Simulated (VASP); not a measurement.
## W: single point with PBE

Crystal: W.

```
W
1.0
    -1.58234    1.58234    1.58234
     1.58234   -1.58234    1.58234
     1.58234    1.58234   -1.58234
W
1
Direct
  0.00000 0.00000 0.00000
```

| Item | Value |
| --- | --- |
| Program | VASP 6.6.1 |
| Task | single point |
| Functional | PBE |
| Potentials or basis | VASP PAW PBE potentials, release 64 (W_sv) |
| Cutoff | 500 eV |
| k mesh | 12 × 12 × 12 |
| Occupations | gaussian, width 0.018 eV |
| Spin | no spin polarisation |
| Dipole correction | no |
| Further INCAR settings | ALGO = Normal; EDIFF = 1e-06; NBANDS = 13 |

The pressure is 6.7 GPa and the band gap on the k mesh is zero (bands 7 and 8 overlap by 6.39 eV).

Levels at points of the mesh, in eV from the Fermi level:
```
           k point  band 3  band 4  band 5  band 6  band 7  band 8  band 9  band 10  band 11  band 12
(0.00, 0.00, 0.00)  -37.64  -37.64   -9.52   -1.12   -1.12   -1.12    2.38     2.38    14.64    14.64
(0.50, 0.00, 0.00)  -38.06  -37.65   -6.16   -3.46    0.80    2.27    3.25     6.26    11.20    11.61
(0.50, 0.50, 0.50)  -38.54  -38.54   -5.72   -5.72    5.28    5.28    5.28     8.37     8.37     8.37
```

Run time: 9.5 s on 1 thread of Intel(R) Xeon(R) Platinum 8259CL CPU @ 2.50GHz (Skylake/Cascade Lake), on a shared host, peak memory 0.13 GiB.

Caveat: the cell stands under pressure; spin-orbit coupling is left out, which moves the levels of the heavy elements.
